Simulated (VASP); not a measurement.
Here is a VASP 6.6.1 calculation.

File INCAR:

```
SYSTEM = Sn2O3
ALGO = Normal
EDIFF = 1E-6
ENCUT = 520
GGA = PE
ISIF = 2
ISMEAR = -1
LASPH = .True.
LCHARG = .True.
LELF = .True.
LREAL = .False.
LVHAR = .True.
LWAVE = .False.
NBANDS = 57
NELM = 60
PREC = Accurate
SIGMA = 0.06122561905347299
```

KPOINTS

```
k-points
0
Gamma
  7 7 7
  0 0 0
```

The input POSCAR:

```
Sn2O3
1.0
    5.2182928078      0.0000000000      0.0000000000
    0.0000000000      5.2182928078      0.0000000000
    0.0000000000      0.0000000000      5.2182928078
Sn O
4 6
Direct
    0.2500000000      0.2500000000      0.2500000000
    0.7500000000      0.7500000000      0.2500000000
    0.7500000000      0.2500000000      0.7500000000
    0.2500000000      0.7500000000      0.7500000000
    0.5000000000      0.0000000000      0.0000000000
    0.0000000000      0.5000000000      0.0000000000
    0.0000000000      0.0000000000      0.5000000000
    0.5000000000      0.5000000000      0.0000000000
    0.5000000000      0.0000000000      0.5000000000
    0.0000000000      0.5000000000      0.5000000000
```

Potentials or basis: VASP PAW PBE potentials, release 64 (Sn_d, O).

Launch:

```console
$ cat potpaw_PBE.64/Sn_d/POTCAR potpaw_PBE.64/O/POTCAR > POTCAR
$ mpirun -np 1 vasp_std > vasp.out
```

Question: Predict the pressure.

Answer: 2.6 GPa.

Question: What does it give for the band gap on the k mesh?

Answer: Zero (bands 46 and 47 overlap by 0.07 eV).

Caveat: semilocal functionals underestimate gaps, and a narrow one can read as zero; spin-orbit coupling is left out, which moves the levels of the heavy elements.
